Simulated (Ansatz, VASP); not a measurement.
Two plane-wave programs on SiO2

```
Si O
1.0
     5.05968    0.00000    0.00000
    -2.52984    4.38181    0.00000
     0.00000    0.00000    5.54109
Si O
3 6
Direct
  0.00000 0.50000 0.33333
  0.50000 0.50000 0.66667
  0.50000 0.00000 0.00000
  0.58350 0.79175 0.83333
  0.79175 0.58350 0.50000
  0.79175 0.20825 0.16667
  0.41650 0.20825 0.83333
  0.20825 0.41650 0.50000
  0.20825 0.79175 0.16667
```

Alike in both runs: functional r2SCAN; k mesh 6 × 6 × 4; occupations gaussian, width 0.02 eV; no spin polarisation.

Ansatz relaxed the structure, and its values are those at the end. VASP's run is a single point on that final structure, the one shown.

|  | VASP | Ansatz |
| --- | --- | --- |
| version | VASP 6.6.1 | Ansatz 0.2.0 |
| potentials or method | VASP PAW PBE potentials, release 64 (Si, O), cutoff 520 eV | scalar-relativistic, plane waves, PAW |
| valence electrons in the cell | 48 | 48 |

Ansatz gave:

- gap on the k mesh at the Fermi level (eV): 6.30
- least direct gap on the mesh (eV): 6.49
- pressure (GPa): 0.0
- rms of the force components (eV/Å): 0.001

Problem. Estimate VASP's values.

Solution. gap on the k mesh at the Fermi level (eV): 6.30; least direct gap on the mesh (eV): 6.49; pressure (GPa): 0.1; rms of the force components (eV/Å): 0.006.

VASP's potentials were made for PBE, not for r2SCAN. The functional is the same, so the differences come from potentials, cutoffs and numerics.
